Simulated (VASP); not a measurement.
# Al (P6_3/mmc) in VASP: notebook

Runs on Al. Level: r2SCAN. Tasks: single point.

All numbers are computed with VASP 6.6.1; they aren't measurements. Logs are shortened: lines on timing, memory, paths and dates and some standing lists are left out, and cuts for length are marked.

## (1) The cell of the first run

Symmetry: P6_3/mmc, No. 194, hexagonal system. Conventional cell: a = 3.030 Å, b = 3.030 Å, c = 4.194 Å, α = 90.00°, β = 90.00°, γ = 120.00°. Within 3.6 Å of Al (site symmetry -6m2) lie 12 Al at 2.73 to 3.03 Å.

This isn't the form of Al at room conditions, which is fcc.

## (2) Single point, r2SCAN

File POSCAR:

```
Al
1.0
    3.0296256867      0.0000000000      0.0000000000
   -1.5148128433      2.6237328087      0.0000000000
    0.0000000000      0.0000000000      4.1941241885
Al
2
Direct
    0.6666666667      0.3333333333      0.7500000000
    0.3333333333      0.6666666667      0.2500000000
```

File INCAR.step1:

```
SYSTEM = Al
PREC = Accurate
ENCUT = 520
ISMEAR = 0
SIGMA = 0.15
LREAL = .FALSE.
LASPH = .TRUE.
NELM = 60
NBANDS = 10
GGA = PE
ALGO = Normal
EDIFF = 1E-4
LWAVE = .TRUE.
LCHARG = .FALSE.
```

File INCAR.step2:

```
SYSTEM = Al
PREC = Accurate
ENCUT = 520
EDIFF = 1E-6
ISMEAR = 0
SIGMA = 0.15
LREAL = .FALSE.
LASPH = .TRUE.
NELM = 60
ALGO = Normal
ISIF = 2
LWAVE = .FALSE.
LCHARG = .TRUE.
METAGGA = R2SCAN
LMIXTAU = .TRUE.
LELF = .TRUE.
LVHAR = .TRUE.
NBANDS = 10
ISTART = 1
```

File KPOINTS:

```
regular mesh
0
G
  24 24 12
  0 0 0
```

Potentials or basis: VASP PAW PBE potentials, release 64 (Al).

Launch:

```bash
> cat potpaw_PBE.64/Al/POTCAR > POTCAR
> cp INCAR.step1 INCAR
> mpirun -np 1 vasp_std > vasp.out
> cp INCAR.step2 INCAR
> mpirun -np 1 vasp_std > vasp.out
```

OUTCAR:

```text
SYSTEM = Al
   PREC = Accurate
   ENCUT = 520
   EDIFF = 1E-6
   ISMEAR = 0
   LREAL = .FALSE.
   LASPH = .TRUE.
   NELM = 60
   ISIF = 2
   METAGGA = R2SCAN
   ISTART = 1

 ion  position               nearest neighbor table
   1  0.667  0.333  0.750-   2 2.73   2 2.73   2 2.73   2 2.73   2 2.73   2 2.73
   2  0.333  0.667  0.250-   1 2.73   1 2.73   1 2.73   1 2.73   1 2.73   1 2.73

  LATTYP: Found a hexagonal cell.
 ALAT       =     3.0296256867
 C/A-ratio  =     1.3843704214

  Lattice vectors:

 A1 = (   3.0296256867,   0.0000000000,   0.0000000000)
 A2 = (  -1.5148128433,   2.6237328087,   0.0000000000)
 A3 = (   0.0000000000,   0.0000000000,   4.1941241885)

Analysis of symmetry for initial positions (statically):
=====================================================================
 Subroutine PRICEL returns:
 Original cell was already a primitive cell.

 Routine SETGRP: Setting up the symmetry group for a
 hexagonal supercell.

 Subroutine GETGRP returns: Found 24 space group operations
 (whereof 12 operations were pure point group operations)
 out of a pool of 24 trial point group operations.

The static configuration has the point symmetry D_3d.
 The point group associated with its full space group is D_6h.

Analysis of symmetry for dynamics (positions and initial velocities):
=====================================================================
 Subroutine PRICEL returns:
 Original cell was already a primitive cell.

 Routine SETGRP: Setting up the symmetry group for a
 hexagonal supercell.

 Subroutine GETGRP returns: Found 24 space group operations
 (whereof 12 operations were pure point group operations)
 out of a pool of 24 trial point group operations.

The dynamic configuration has the point symmetry D_3d.
 The point group associated with its full space group is D_6h.

 Subroutine INISYM returns: Found 24 space group operations
 (whereof 12 operations are pure point group operations),
 and found     1 'primitive' translations

----------------------------------------------------------------------------------------

                                     Primitive cell

  volume of cell :      33.3388

  direct lattice vectors                    reciprocal lattice vectors
     3.029625687  0.000000000  0.000000000     0.330073779  0.190568185  0.000000000
    -1.514812843  2.623732809  0.000000000     0.000000000  0.381136371  0.000000000
     0.000000000  0.000000000  4.194124189     0.000000000  0.000000000  0.238428801

  length of vectors
     3.029625687  3.029625687  4.194124189     0.381136371  0.381136371  0.238428801

  position of ions in fractional coordinates (direct lattice)
     0.666666667  0.333333333  0.750000000
     0.333333333  0.666666667  0.250000000

  ion indices of the primitive-cell ions
   primitive index   ion index
                 1           1
                 2           2

----------------------------------------------------------------------------------------

 KPOINTS: regular mesh

Automatic generation of k-mesh.
 Grid dimensions read from file:
 generate k-points for:   24   24   12

 Generating k-lattice:

  Cartesian coordinates                     Fractional coordinates (reciprocal lattice)
     0.013753074  0.007940341  0.000000000     0.041666667  0.000000000  0.000000000
     0.000000000  0.015880682  0.000000000     0.000000000  0.041666667  0.000000000
     0.000000000  0.000000000  0.019869067     0.000000000  0.000000000  0.083333333

  Length of vectors
     0.015880682  0.015880682  0.019869067

  Shift w.r.t. Gamma in fractional coordinates (k-lattice)
     0.000000000  0.000000000  0.000000000

 Subroutine IBZKPT returns following result:
 ===========================================

 Found    427 irreducible k-points:

 Following reciprocal coordinates:
            Coordinates               Weight
  0.000000  0.000000  0.000000      1.000000
  0.041667  0.000000  0.000000      6.000000
  0.083333  0.000000  0.000000      6.000000
  0.125000  0.000000  0.000000      6.000000
  0.166667  0.000000  0.000000      6.000000
  0.208333  0.000000  0.000000      6.000000
[... 16 lines left out ...]
  0.416667  0.041667  0.000000     12.000000
  0.458333  0.041667  0.000000     12.000000
 [... further k-points ...]
   k-points           NKPTS =    427   k-points in BZ     NKDIM =    427   number of bands    NBANDS=     10
   number of dos      NEDOS =    301   number of ions     NIONS =      2
   total plane-waves  NPLWV =  18432
   dimension x,y,z NGX =    24 NGY =   24 NGZ =   32
   dimension x,y,z NGXF=    48 NGYF=   48 NGZF=   64
   ions per type =               2
   NGX,Y,Z   is equivalent  to a cutoff of  13.17, 13.17, 12.68 a.u.
   NGXF,Y,Z  is equivalent  to a cutoff of  26.34, 26.34, 25.37 a.u.
 SYSTEM =  Al
   PREC   = accura    normal or accurate (medium, high low for compatibility)
   ISTART =      1    job   : 0-new  1-cont  2-samecut
   ICHARG =      0    charge: 1-file 2-atom 10-const
   ISPIN  =      1    spin polarized calculation?
   LNONCOLLINEAR =      F non collinear calculations
   LSORBIT =      F    spin-orbit coupling
   LASPH  =      T    aspherical Exc in radial PAW
   ENCUT  =  520.0 eV  38.22 Ry    6.18 a.u.   5.63  5.63  7.80*2*pi/ulx,y,z
   NELM   =     60;   NELMIN=  2; NELMDL=  0     # of ELM steps
   EDIFF  = 0.1E-05   stopping-criterion for ELM
   LREAL  =      F    real-space projection
   EDIFFG = 0.1E-04   stopping-criterion for IOM
   NSW    =      0    number of steps for IOM
   IBRION =     -1    ionic relax: 0-MD 1-quasi-New 2-CG
   NFREE  =      0    steps in history (QN), initial steepest desc. (CG)
   ISIF   =      2    stress and relaxation
   ISYM   =      2    0-nonsym 1-usesym 2-fastsym
   POTIM  = 0.5000    time-step for ionic-motion
   TEBEG  =    0.0;   TEEND  =   0.0 temperature during run
   PSTRESS=    0.0 pullay stress
   NELECT =       6.0000    total number of electrons
   NUPDOWN=      -1.0000    fix difference up-down
   EMIN   =  10.00;   EMAX   =-10.00  energy-range for DOS
   EFERMI =   0.00;   METHOD = LEGACY
   ISMEAR =     0;   SIGMA  =   0.15  broadening in eV -4-tet -1-fermi 0-gaus
   EFERMI_NEDOS =   21; number of points for ismear=-14 and -15
   IALGO  =     38    algorithm
   IMIX   =      4    mixing-type and parameters
     AMIX     =   0.40;   BMIX     =  1.00
     AMIX_MAG =   1.60;   BMIX_MAG =  1.00
  volume/ion in A,a.u.               =      16.67       112.49
  Fermi-wavevector in a.u.,A,eV,Ry     =   0.924291  1.746656 11.623640  0.854313
  Thomas-Fermi vector in A             =   2.050021
   LORBIT       =      0    0 simple, 1 ext, 2 COOP (PROOUT), +10 PAW based schemes
   METAGGA = R2SCAN    functional components
   LHFCALC =     F    Hartree Fock is set to
   AEXX    =    0.0000 exact exchange contribution
   IVDW    =     0    specifies the selected vdW correction
   LEPSILON=     F    determine dielectric tensor
   LRPA    =     F    only Hartree local field effects (RPA)
 non-spin polarized calculation
 Gauss-broadening in eV      SIGMA  =   0.15
  energy-cutoff  :      520.00
  volume of cell :       33.34
 maximum number of plane-waves:       922
 NGX is ok and might be reduce to    24
   NGX = 11   NGY = 11   NGZ = 15

 number of electron       6.0000000 magnetization

 Free energy of the ion-electron system (eV)
  ---------------------------------------------------
  ext. energy  EPLUGINS =         0.00000000
  ---------------------------------------------------
  free energy    TOTEN  =       -13.24171517 eV

  energy without entropy =      -13.23435031  energy(sigma->0) =      -13.23803274

 E-fermi :   7.8713     XC(G=0): -10.8686

 val. band max:        7.8609132622   @ k =   0.4167   0.0833   0.0833
 cond. band min:       7.8826450507   @ k =   0.2917   0.2500   0.4167
 fundamental gap:      0.0217317885
 Fermi energy:         7.8713399794

 k-point     1 :       0.0000    0.0000    0.0000
  band No.  band energies     occupation
      1      -3.8861      2.00000
      2       4.1423      2.00000
      3       5.5803      2.00000
      4      16.3902      0.00000
      5      16.3902      0.00000
      6      17.3588      0.00000
      7      17.3588      0.00000
      8      20.4146      0.00000
      9      20.5377      0.00000
     10      22.9275      0.00000

 k-point     2 :       0.0417    0.0000    0.0000
  band No.  band energies     occupation
      1      -3.8464      2.00000
      2       4.1786      2.00000
      3       5.6175      2.00000
      4      15.6288      0.00000
      5      15.9427      0.00000
      6      17.3725      0.00000
      7      17.8765      0.00000
      8      20.7473      0.00000
      9      21.0372      0.00000
     10      22.3428      0.00000

 k-point     3 :       0.0833    0.0000    0.0000
  band No.  band energies     occupation
      1      -3.7274      2.00000
      2       4.2873      2.00000
      3       5.7286      2.00000
      4      14.2880      0.00000
      5      15.2727      0.00000
      6      17.0070      0.00000
      7      18.7571      0.00000
      8      21.1747      0.00000
      9      21.4327      0.00000
     10      22.1595      0.00000

 k-point     4 :       0.1250    0.0000    0.0000
  band No.  band energies     occupation
      1      -3.5293      2.00000
      2       4.4686      2.00000
      3       5.9115      2.00000
      4      12.8531      0.00000
      5      14.6340      0.00000
      6      16.4534      0.00000
      7      19.7460      0.00000
      8      19.8600      0.00000
      9      21.4470      0.00000
     10      21.7620      0.00000

 k-point     5 :       0.1667    0.0000    0.0000
  band No.  band energies     occupation
      1      -3.2524      2.00000
      2       4.7222      2.00000
      3       6.1609      2.00000
      4      11.4312      0.00000
      5      14.0547      0.00000
      6      15.8681      0.00000
      7      18.5176      0.00000
      8      20.3419      0.00000
      9      20.8134      0.00000
     10      21.2175      0.00000

 k-point     6 :       0.2083    0.0000    0.0000
  band No.  band energies     occupation
      1      -2.8972      2.00000
      2       5.0480      2.00000
      3       6.4622      2.00000
      4      10.0691      0.00000
      5      13.5408      0.00000
      6      15.3003      0.00000
      7      17.1926      0.00000
      8      19.1837      0.00000
      9      20.7068      0.00000
     10      21.8303      0.00000
[... 183 lines left out ...]
 k-point    21 :       0.3333    0.0417    0.0000
  band No.  band energies     occupation
      1      -1.0183      2.00000
      2       5.3235      2.00000
      3       6.7769      2.00000
      4       8.5442      0.00000
      5      11.5910      0.00000
      6      12.9658      0.00000
      7      14.0115      0.00000
      8      15.8919      0.00000
      9      18.9079      0.00000
     10      20.3268      0.00000

 k-point    22 :       0.3750    0.0417    0.0000
  band No.  band energies     occupation
      1      -0.3213      2.00000
      2       4.2472      2.00000
      3       7.4156      1.99998
      4       9.1278      0.00000
      5      11.3695      0.00000
      6      11.9031      0.00000
      7      13.2974      0.00000
      8      15.3830      0.00000
      9      18.6833      0.00000
     10      20.1414      0.00000

 k-point    23 :       0.4167    0.0417    0.0000
  band No.  band energies     occupation
      1       0.4462      2.00000
      2       3.2132      2.00000
      3       8.1048      0.02775
      4       9.7737      0.00000
      5      10.9299      0.00000
      6      11.2028      0.00000
      7      12.5531      0.00000
      8      15.0852      0.00000
      9      18.5332      0.00000
     10      20.0176      0.00000

 k-point    24 :       0.4583    0.0417    0.0000
  band No.  band energies     occupation
      1       1.2652      2.00000
      2       2.2584      2.00000
      3       8.7587      0.00000
      4      10.1337      0.00000
      5      10.3771      0.00000
      6      11.0419      0.00000
      7      11.9669      0.00000
      8      14.9492      0.00000
      9      18.4581      0.00000
     10      19.9556      0.00000

 [... further k-points ...]
[... 5 lines left out ...]
  --------------------------------------------------------------------------------------
  -------------------------------------------------------------------------------------
  Total       -1.0058139     -1.0058139      1.4737967     -0.0000000     -0.0000000      0.0000000
  in kB      -48.3368488    -48.3368488     70.8269093     -0.0000000     -0.0000000      0.0000000
  external PRESSURE =      -8.6155961 kB  Pullay stress =       0.0000000 kB

 VOLUME and BASIS-vectors are now :
 -----------------------------------------------------------------------------
  energy-cutoff  :      520.00
  volume of cell :       33.34
      direct lattice vectors                 reciprocal lattice vectors
     3.029625687  0.000000000  0.000000000     0.330073779  0.190568185  0.000000000
    -1.514812843  2.623732809  0.000000000     0.000000000  0.381136371  0.000000000
     0.000000000  0.000000000  4.194124189     0.000000000  0.000000000  0.238428801

 POSITION                                       TOTAL-FORCE (eV/Angst)
 -----------------------------------------------------------------------------------
      1.51481      0.87458      3.14559         0.000000      0.000000      0.000000
     -0.00000      1.74916      1.04853        -0.000000     -0.000000      0.000000
 -----------------------------------------------------------------------------------
    total drift:                               -0.000000      0.000000     -0.000000

  FREE ENERGIE OF THE ION-ELECTRON SYSTEM (eV)
  ---------------------------------------------------
  free  energy   TOTEN  =       -13.2417151683 eV

  energy  without entropy=      -13.2343503133  energy(sigma->0) =      -13.23803274
```

Run time: 4.4 min. Hardware: 1 thread of Intel Xeon Platinum 8259CL at 2.50GHz (Skylake/Cascade Lake), shared host; peak memory 0.23 GiB.

Results:

| Property | Result |
| --- | --- |
| Free energy | -13.2417 eV |
| Pressure | -0.9 GPa |
| Band gap on the k mesh | zero (bands 3 and 4 overlap by 10.79 eV) |

Levels at points of the mesh, in eV from the Fermi level:
| k point | band 1 | band 2 | band 3 | band 4 | band 5 | band 6 |
| --- | --- | --- | --- | --- | --- | --- |
| (0.00, 0.00, 0.00) | -11.76 | -3.73 | -2.29 | 8.52 | 8.52 | 9.49 |
| (0.50, 0.00, 0.00) | -6.34 | -5.95 | 1.01 | 2.07 | 3.05 | 3.08 |
| (0.00, 0.00, 0.50) | -9.54 | -9.54 | 7.23 | 7.23 | 10.29 | 10.29 |
| (0.50, 0.00, 0.50) | -4.42 | -4.42 | -3.54 | -3.54 | 5.91 | 5.91 |

Caveat: the PAW data sets were made with another functional, which shifts forces and pressure a little.

[end of part 1 of 2]
